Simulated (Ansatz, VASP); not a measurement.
# Two plane-wave programs on Si3Bi2TeSe2

Contents of INCAR:

```
SYSTEM = Si3Bi2TeSe2
ALGO = Normal ; EDIFF = 1E-7
EDIFFG = -0.01 ; ENCUT = 600
GGA = PE ; IBRION = 2
ISIF = 3 ; ISMEAR = 0
LASPH = .TRUE. ; LCHARG = .FALSE.
LREAL = .FALSE. ; LWAVE = .FALSE.
NELM = 80 ; NSW = 100
PREC = Accurate ; SIGMA = 0.01
```

File KPOINTS:

```
k-points
0
G
  12 12 4
  0 0 0
```

Contents of POSCAR:

```
Si3Bi2TeSe2
1.0
    4.0334674660      0.0000000000      0.0000000000
   -2.0167337330      3.4930852909      0.0000000000
    0.0000000000      0.0000000000     14.9760044711
Si Bi Te Se
3 2 1 2
Direct
    0.0000000000      0.0000000000      0.2993497596
    0.6666666667      0.3333333333      0.5152066154
    0.3333333333      0.6666666667      0.7515074761
    0.3333333333      0.6666666667      0.0393585646
    0.6666666667      0.3333333333      0.1699376903
    0.0000000000      0.0000000000      0.6091160519
    0.3333333333      0.6666666667      0.3791325296
    0.6666666667      0.3333333333      0.8263913125
```

Input for Ansatz:

```yaml
crystal:
  lattice:
    - [4.033467466, 0.0, 0.0]
    - [-2.016733733, 3.4930852909, 0.0]
    - [0.0, 0.0, 14.9760044711]
  atoms:
    - { symbol: Si, position: [0.0, 0.0, 0.2993497596] }
    - { symbol: Si, position: [0.6666666667, 0.3333333333, 0.5152066154] }
    - { symbol: Si, position: [0.3333333333, 0.6666666667, 0.7515074761] }
    - { symbol: Bi, position: [0.3333333333, 0.6666666667, 0.0393585646] }
    - { symbol: Bi, position: [0.6666666667, 0.3333333333, 0.1699376903] }
    - { symbol: Te, position: [0.0, 0.0, 0.6091160519] }
    - { symbol: Se, position: [0.3333333333, 0.6666666667, 0.3791325296] }
    - { symbol: Se, position: [0.6666666667, 0.3333333333, 0.8263913125] }
basis:
  ecutwfc: 420
kpoints:
  mp_grid: { grid: [12, 12, 4] }
hamiltonian:
  xc: pbe
scf:
  occupations: { method: gaussian, width: 0.01 }
output:
  forces: true
  stress: true
  eigenvalues: true
relax:
  adjacent_minimum: "off"
  f_tol: 0.01
  max_steps: 80
  cell: { stress_tol: 0.05 }
```

Alike in both runs: task relaxation of cell and atoms; functional PBE; k mesh 12 × 12 × 4; occupations gaussian, width 0.01 eV; no spin polarisation.

|  | VASP | Ansatz |
| --- | --- | --- |
| version | VASP 6.6.1 | Ansatz 0.2.0 |
| potentials or method | VASP PAW PBE potentials, release 64 (Si, Bi_d, Te, Se), cutoff 600 eV | scalar-relativistic, plane waves, PAW |
| valence electrons in the cell | 60 | 90 |

```csv
,VASP,Ansatz,Ansatz less VASP
"gap on the k mesh at the Fermi level, each at its own relaxed structure (eV)",none,none,-
relaxed volume (Å³/atom),26.38,26.35,-0.035
relaxed length of the cell vector where the two differ most in proportion (Å),14.925,14.910,-0.0146
```

A gap of «none» marks a metal or a gap that the smearing closes. VASP's potentials hold 60 valence electrons a cell and Ansatz's 90, so a difference there can come from the potentials and not from the codes.

Spin-orbit coupling is off throughout.
